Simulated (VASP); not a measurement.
A run of VASP 6.6.1 is set up as follows.

Contents of INCAR:

```
SYSTEM = BeNb2CuAg12
PREC = Accurate
ENCUT = 520
EDIFF = 1E-6
ISMEAR = -1
SIGMA = 0.0724
LREAL = Auto
LASPH = .TRUE.
NELM = 80
ALGO = Normal
ISIF = 2
LWAVE = .FALSE.
LCHARG = .TRUE.
GGA = PE
LELF = .TRUE.
LVHAR = .TRUE.
ISYM = 0
NBANDS = 100
```

KPOINTS

```
Automatic mesh
0
Gamma
  1 1 1
  0.25 0.25 0.25
```

The input POSCAR:

```
BeNb2CuAg12
1.0
    6.5133610000     -0.3026030000     -0.0497390000
   -0.3026030000      6.2459810000     -0.0287500000
   -0.0497390000     -0.0287500000      6.5065590000
Ag Nb Be Cu
12 2 1 1
Direct
    0.5039267892      0.4269193953      0.8137277703
    0.2554292690      0.1397333077      0.5972842372
    0.5279748753      0.9333615113      0.3201907622
    0.0080859941      0.3860558782      0.3262898708
    0.8040250825      0.1805457126      0.0401282910
   -0.0057553665      0.8869122870      0.8010394530
    0.7925701083      0.1483539553      0.5901180364
    0.0582300863      0.4469684471      0.8437158026
    0.7328236876      0.6284364710      0.1052386470
    0.7487097551      0.6153902712      0.5488042981
    0.4593811784      0.4250696798      0.3237920249
    0.4989484146      0.8619733297      0.7979740026
    0.0485266789      0.9316694687      0.2590080511
    0.2865699799      0.1366599813      0.0666682157
    0.2917136338      0.6927136977      0.0481103857
    0.1825855064      0.6658183576      0.5377004801
```

Potentials or basis: VASP PAW PBE potentials, release 64 (Ag, Nb_sv, Be, Cu).

The run is started by

```bash
$ cat potpaw_PBE.64/Ag/POTCAR potpaw_PBE.64/Nb_sv/POTCAR potpaw_PBE.64/Be/POTCAR potpaw_PBE.64/Cu/POTCAR > POTCAR
$ mpirun -np 1 vasp_std > vasp.out
```

Question: Predict the pressure.

Answer: 9.7 GPa.

Question: Estimate the largest force.

Answer: 2.211 eV/Å.

Stress tensor (GPa, compression positive):
```
 8.42  5.68  2.61
 5.68  9.91  0.63
 2.61  0.63 10.69
```

Caveat: the k points lie up to 1.01 Å⁻¹ apart.
